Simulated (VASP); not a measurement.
A run of VASP 6.6.1 is set up as follows.

INCAR

```
SYSTEM = Al3As
ALGO = Fast
EDIFF = 1E-6
ENCUT = 520
GGA = PE
ISIF = 2
ISMEAR = 0
LASPH = .TRUE.
LCHARG = .FALSE.
LREAL = .FALSE.
LWAVE = .FALSE.
NBANDS = 24
NELM = 100
PREC = Accurate
SIGMA = 0.1
```

KPOINTS

```
k-points
0
G
  12 12 8
  0 0 0
```

The input POSCAR:

```
Al3As
1.0
    5.7326923430      0.0000000000      0.0000000000
   -2.8663461715      4.9646572012      0.0000000000
    0.0000000000      0.0000000000      4.9458271287
Al As
6 2
Direct
    0.1650446681      0.3300893362      0.7500000000
    0.6699106638      0.8349553319      0.7500000000
    0.1650446681      0.8349553319      0.7500000000
    0.8349553319      0.6699106638      0.2500000000
    0.3300893362      0.1650446681      0.2500000000
    0.8349553319      0.1650446681      0.2500000000
    0.6666666667      0.3333333333      0.7500000000
    0.3333333333      0.6666666667      0.2500000000
```

Potentials or basis: VASP PAW PBE potentials, release 64 (Al, As).

Launch:

```bash
$ cat potpaw_PBE.64/Al/POTCAR potpaw_PBE.64/As/POTCAR > POTCAR
$ mpirun -np 1 vasp_std > vasp.out
```

Question: What does it give for the band gap on the k mesh?

Answer: Zero (band 14 reaches 8.88 eV, above the bottom of band 15 at 5.66 eV).

Question: What does it give for the largest force?

Answer: 0.003 eV/Å.

Forces on the atoms (eV/Å):
```
Al   0.000 -0.003  0.000
Al   0.003  0.002  0.000
Al  -0.003  0.002  0.000
Al   0.000  0.003  0.000
Al  -0.003 -0.002  0.000
Al   0.003 -0.002  0.000
As   0.000  0.000  0.000
As   0.000  0.000  0.000
```
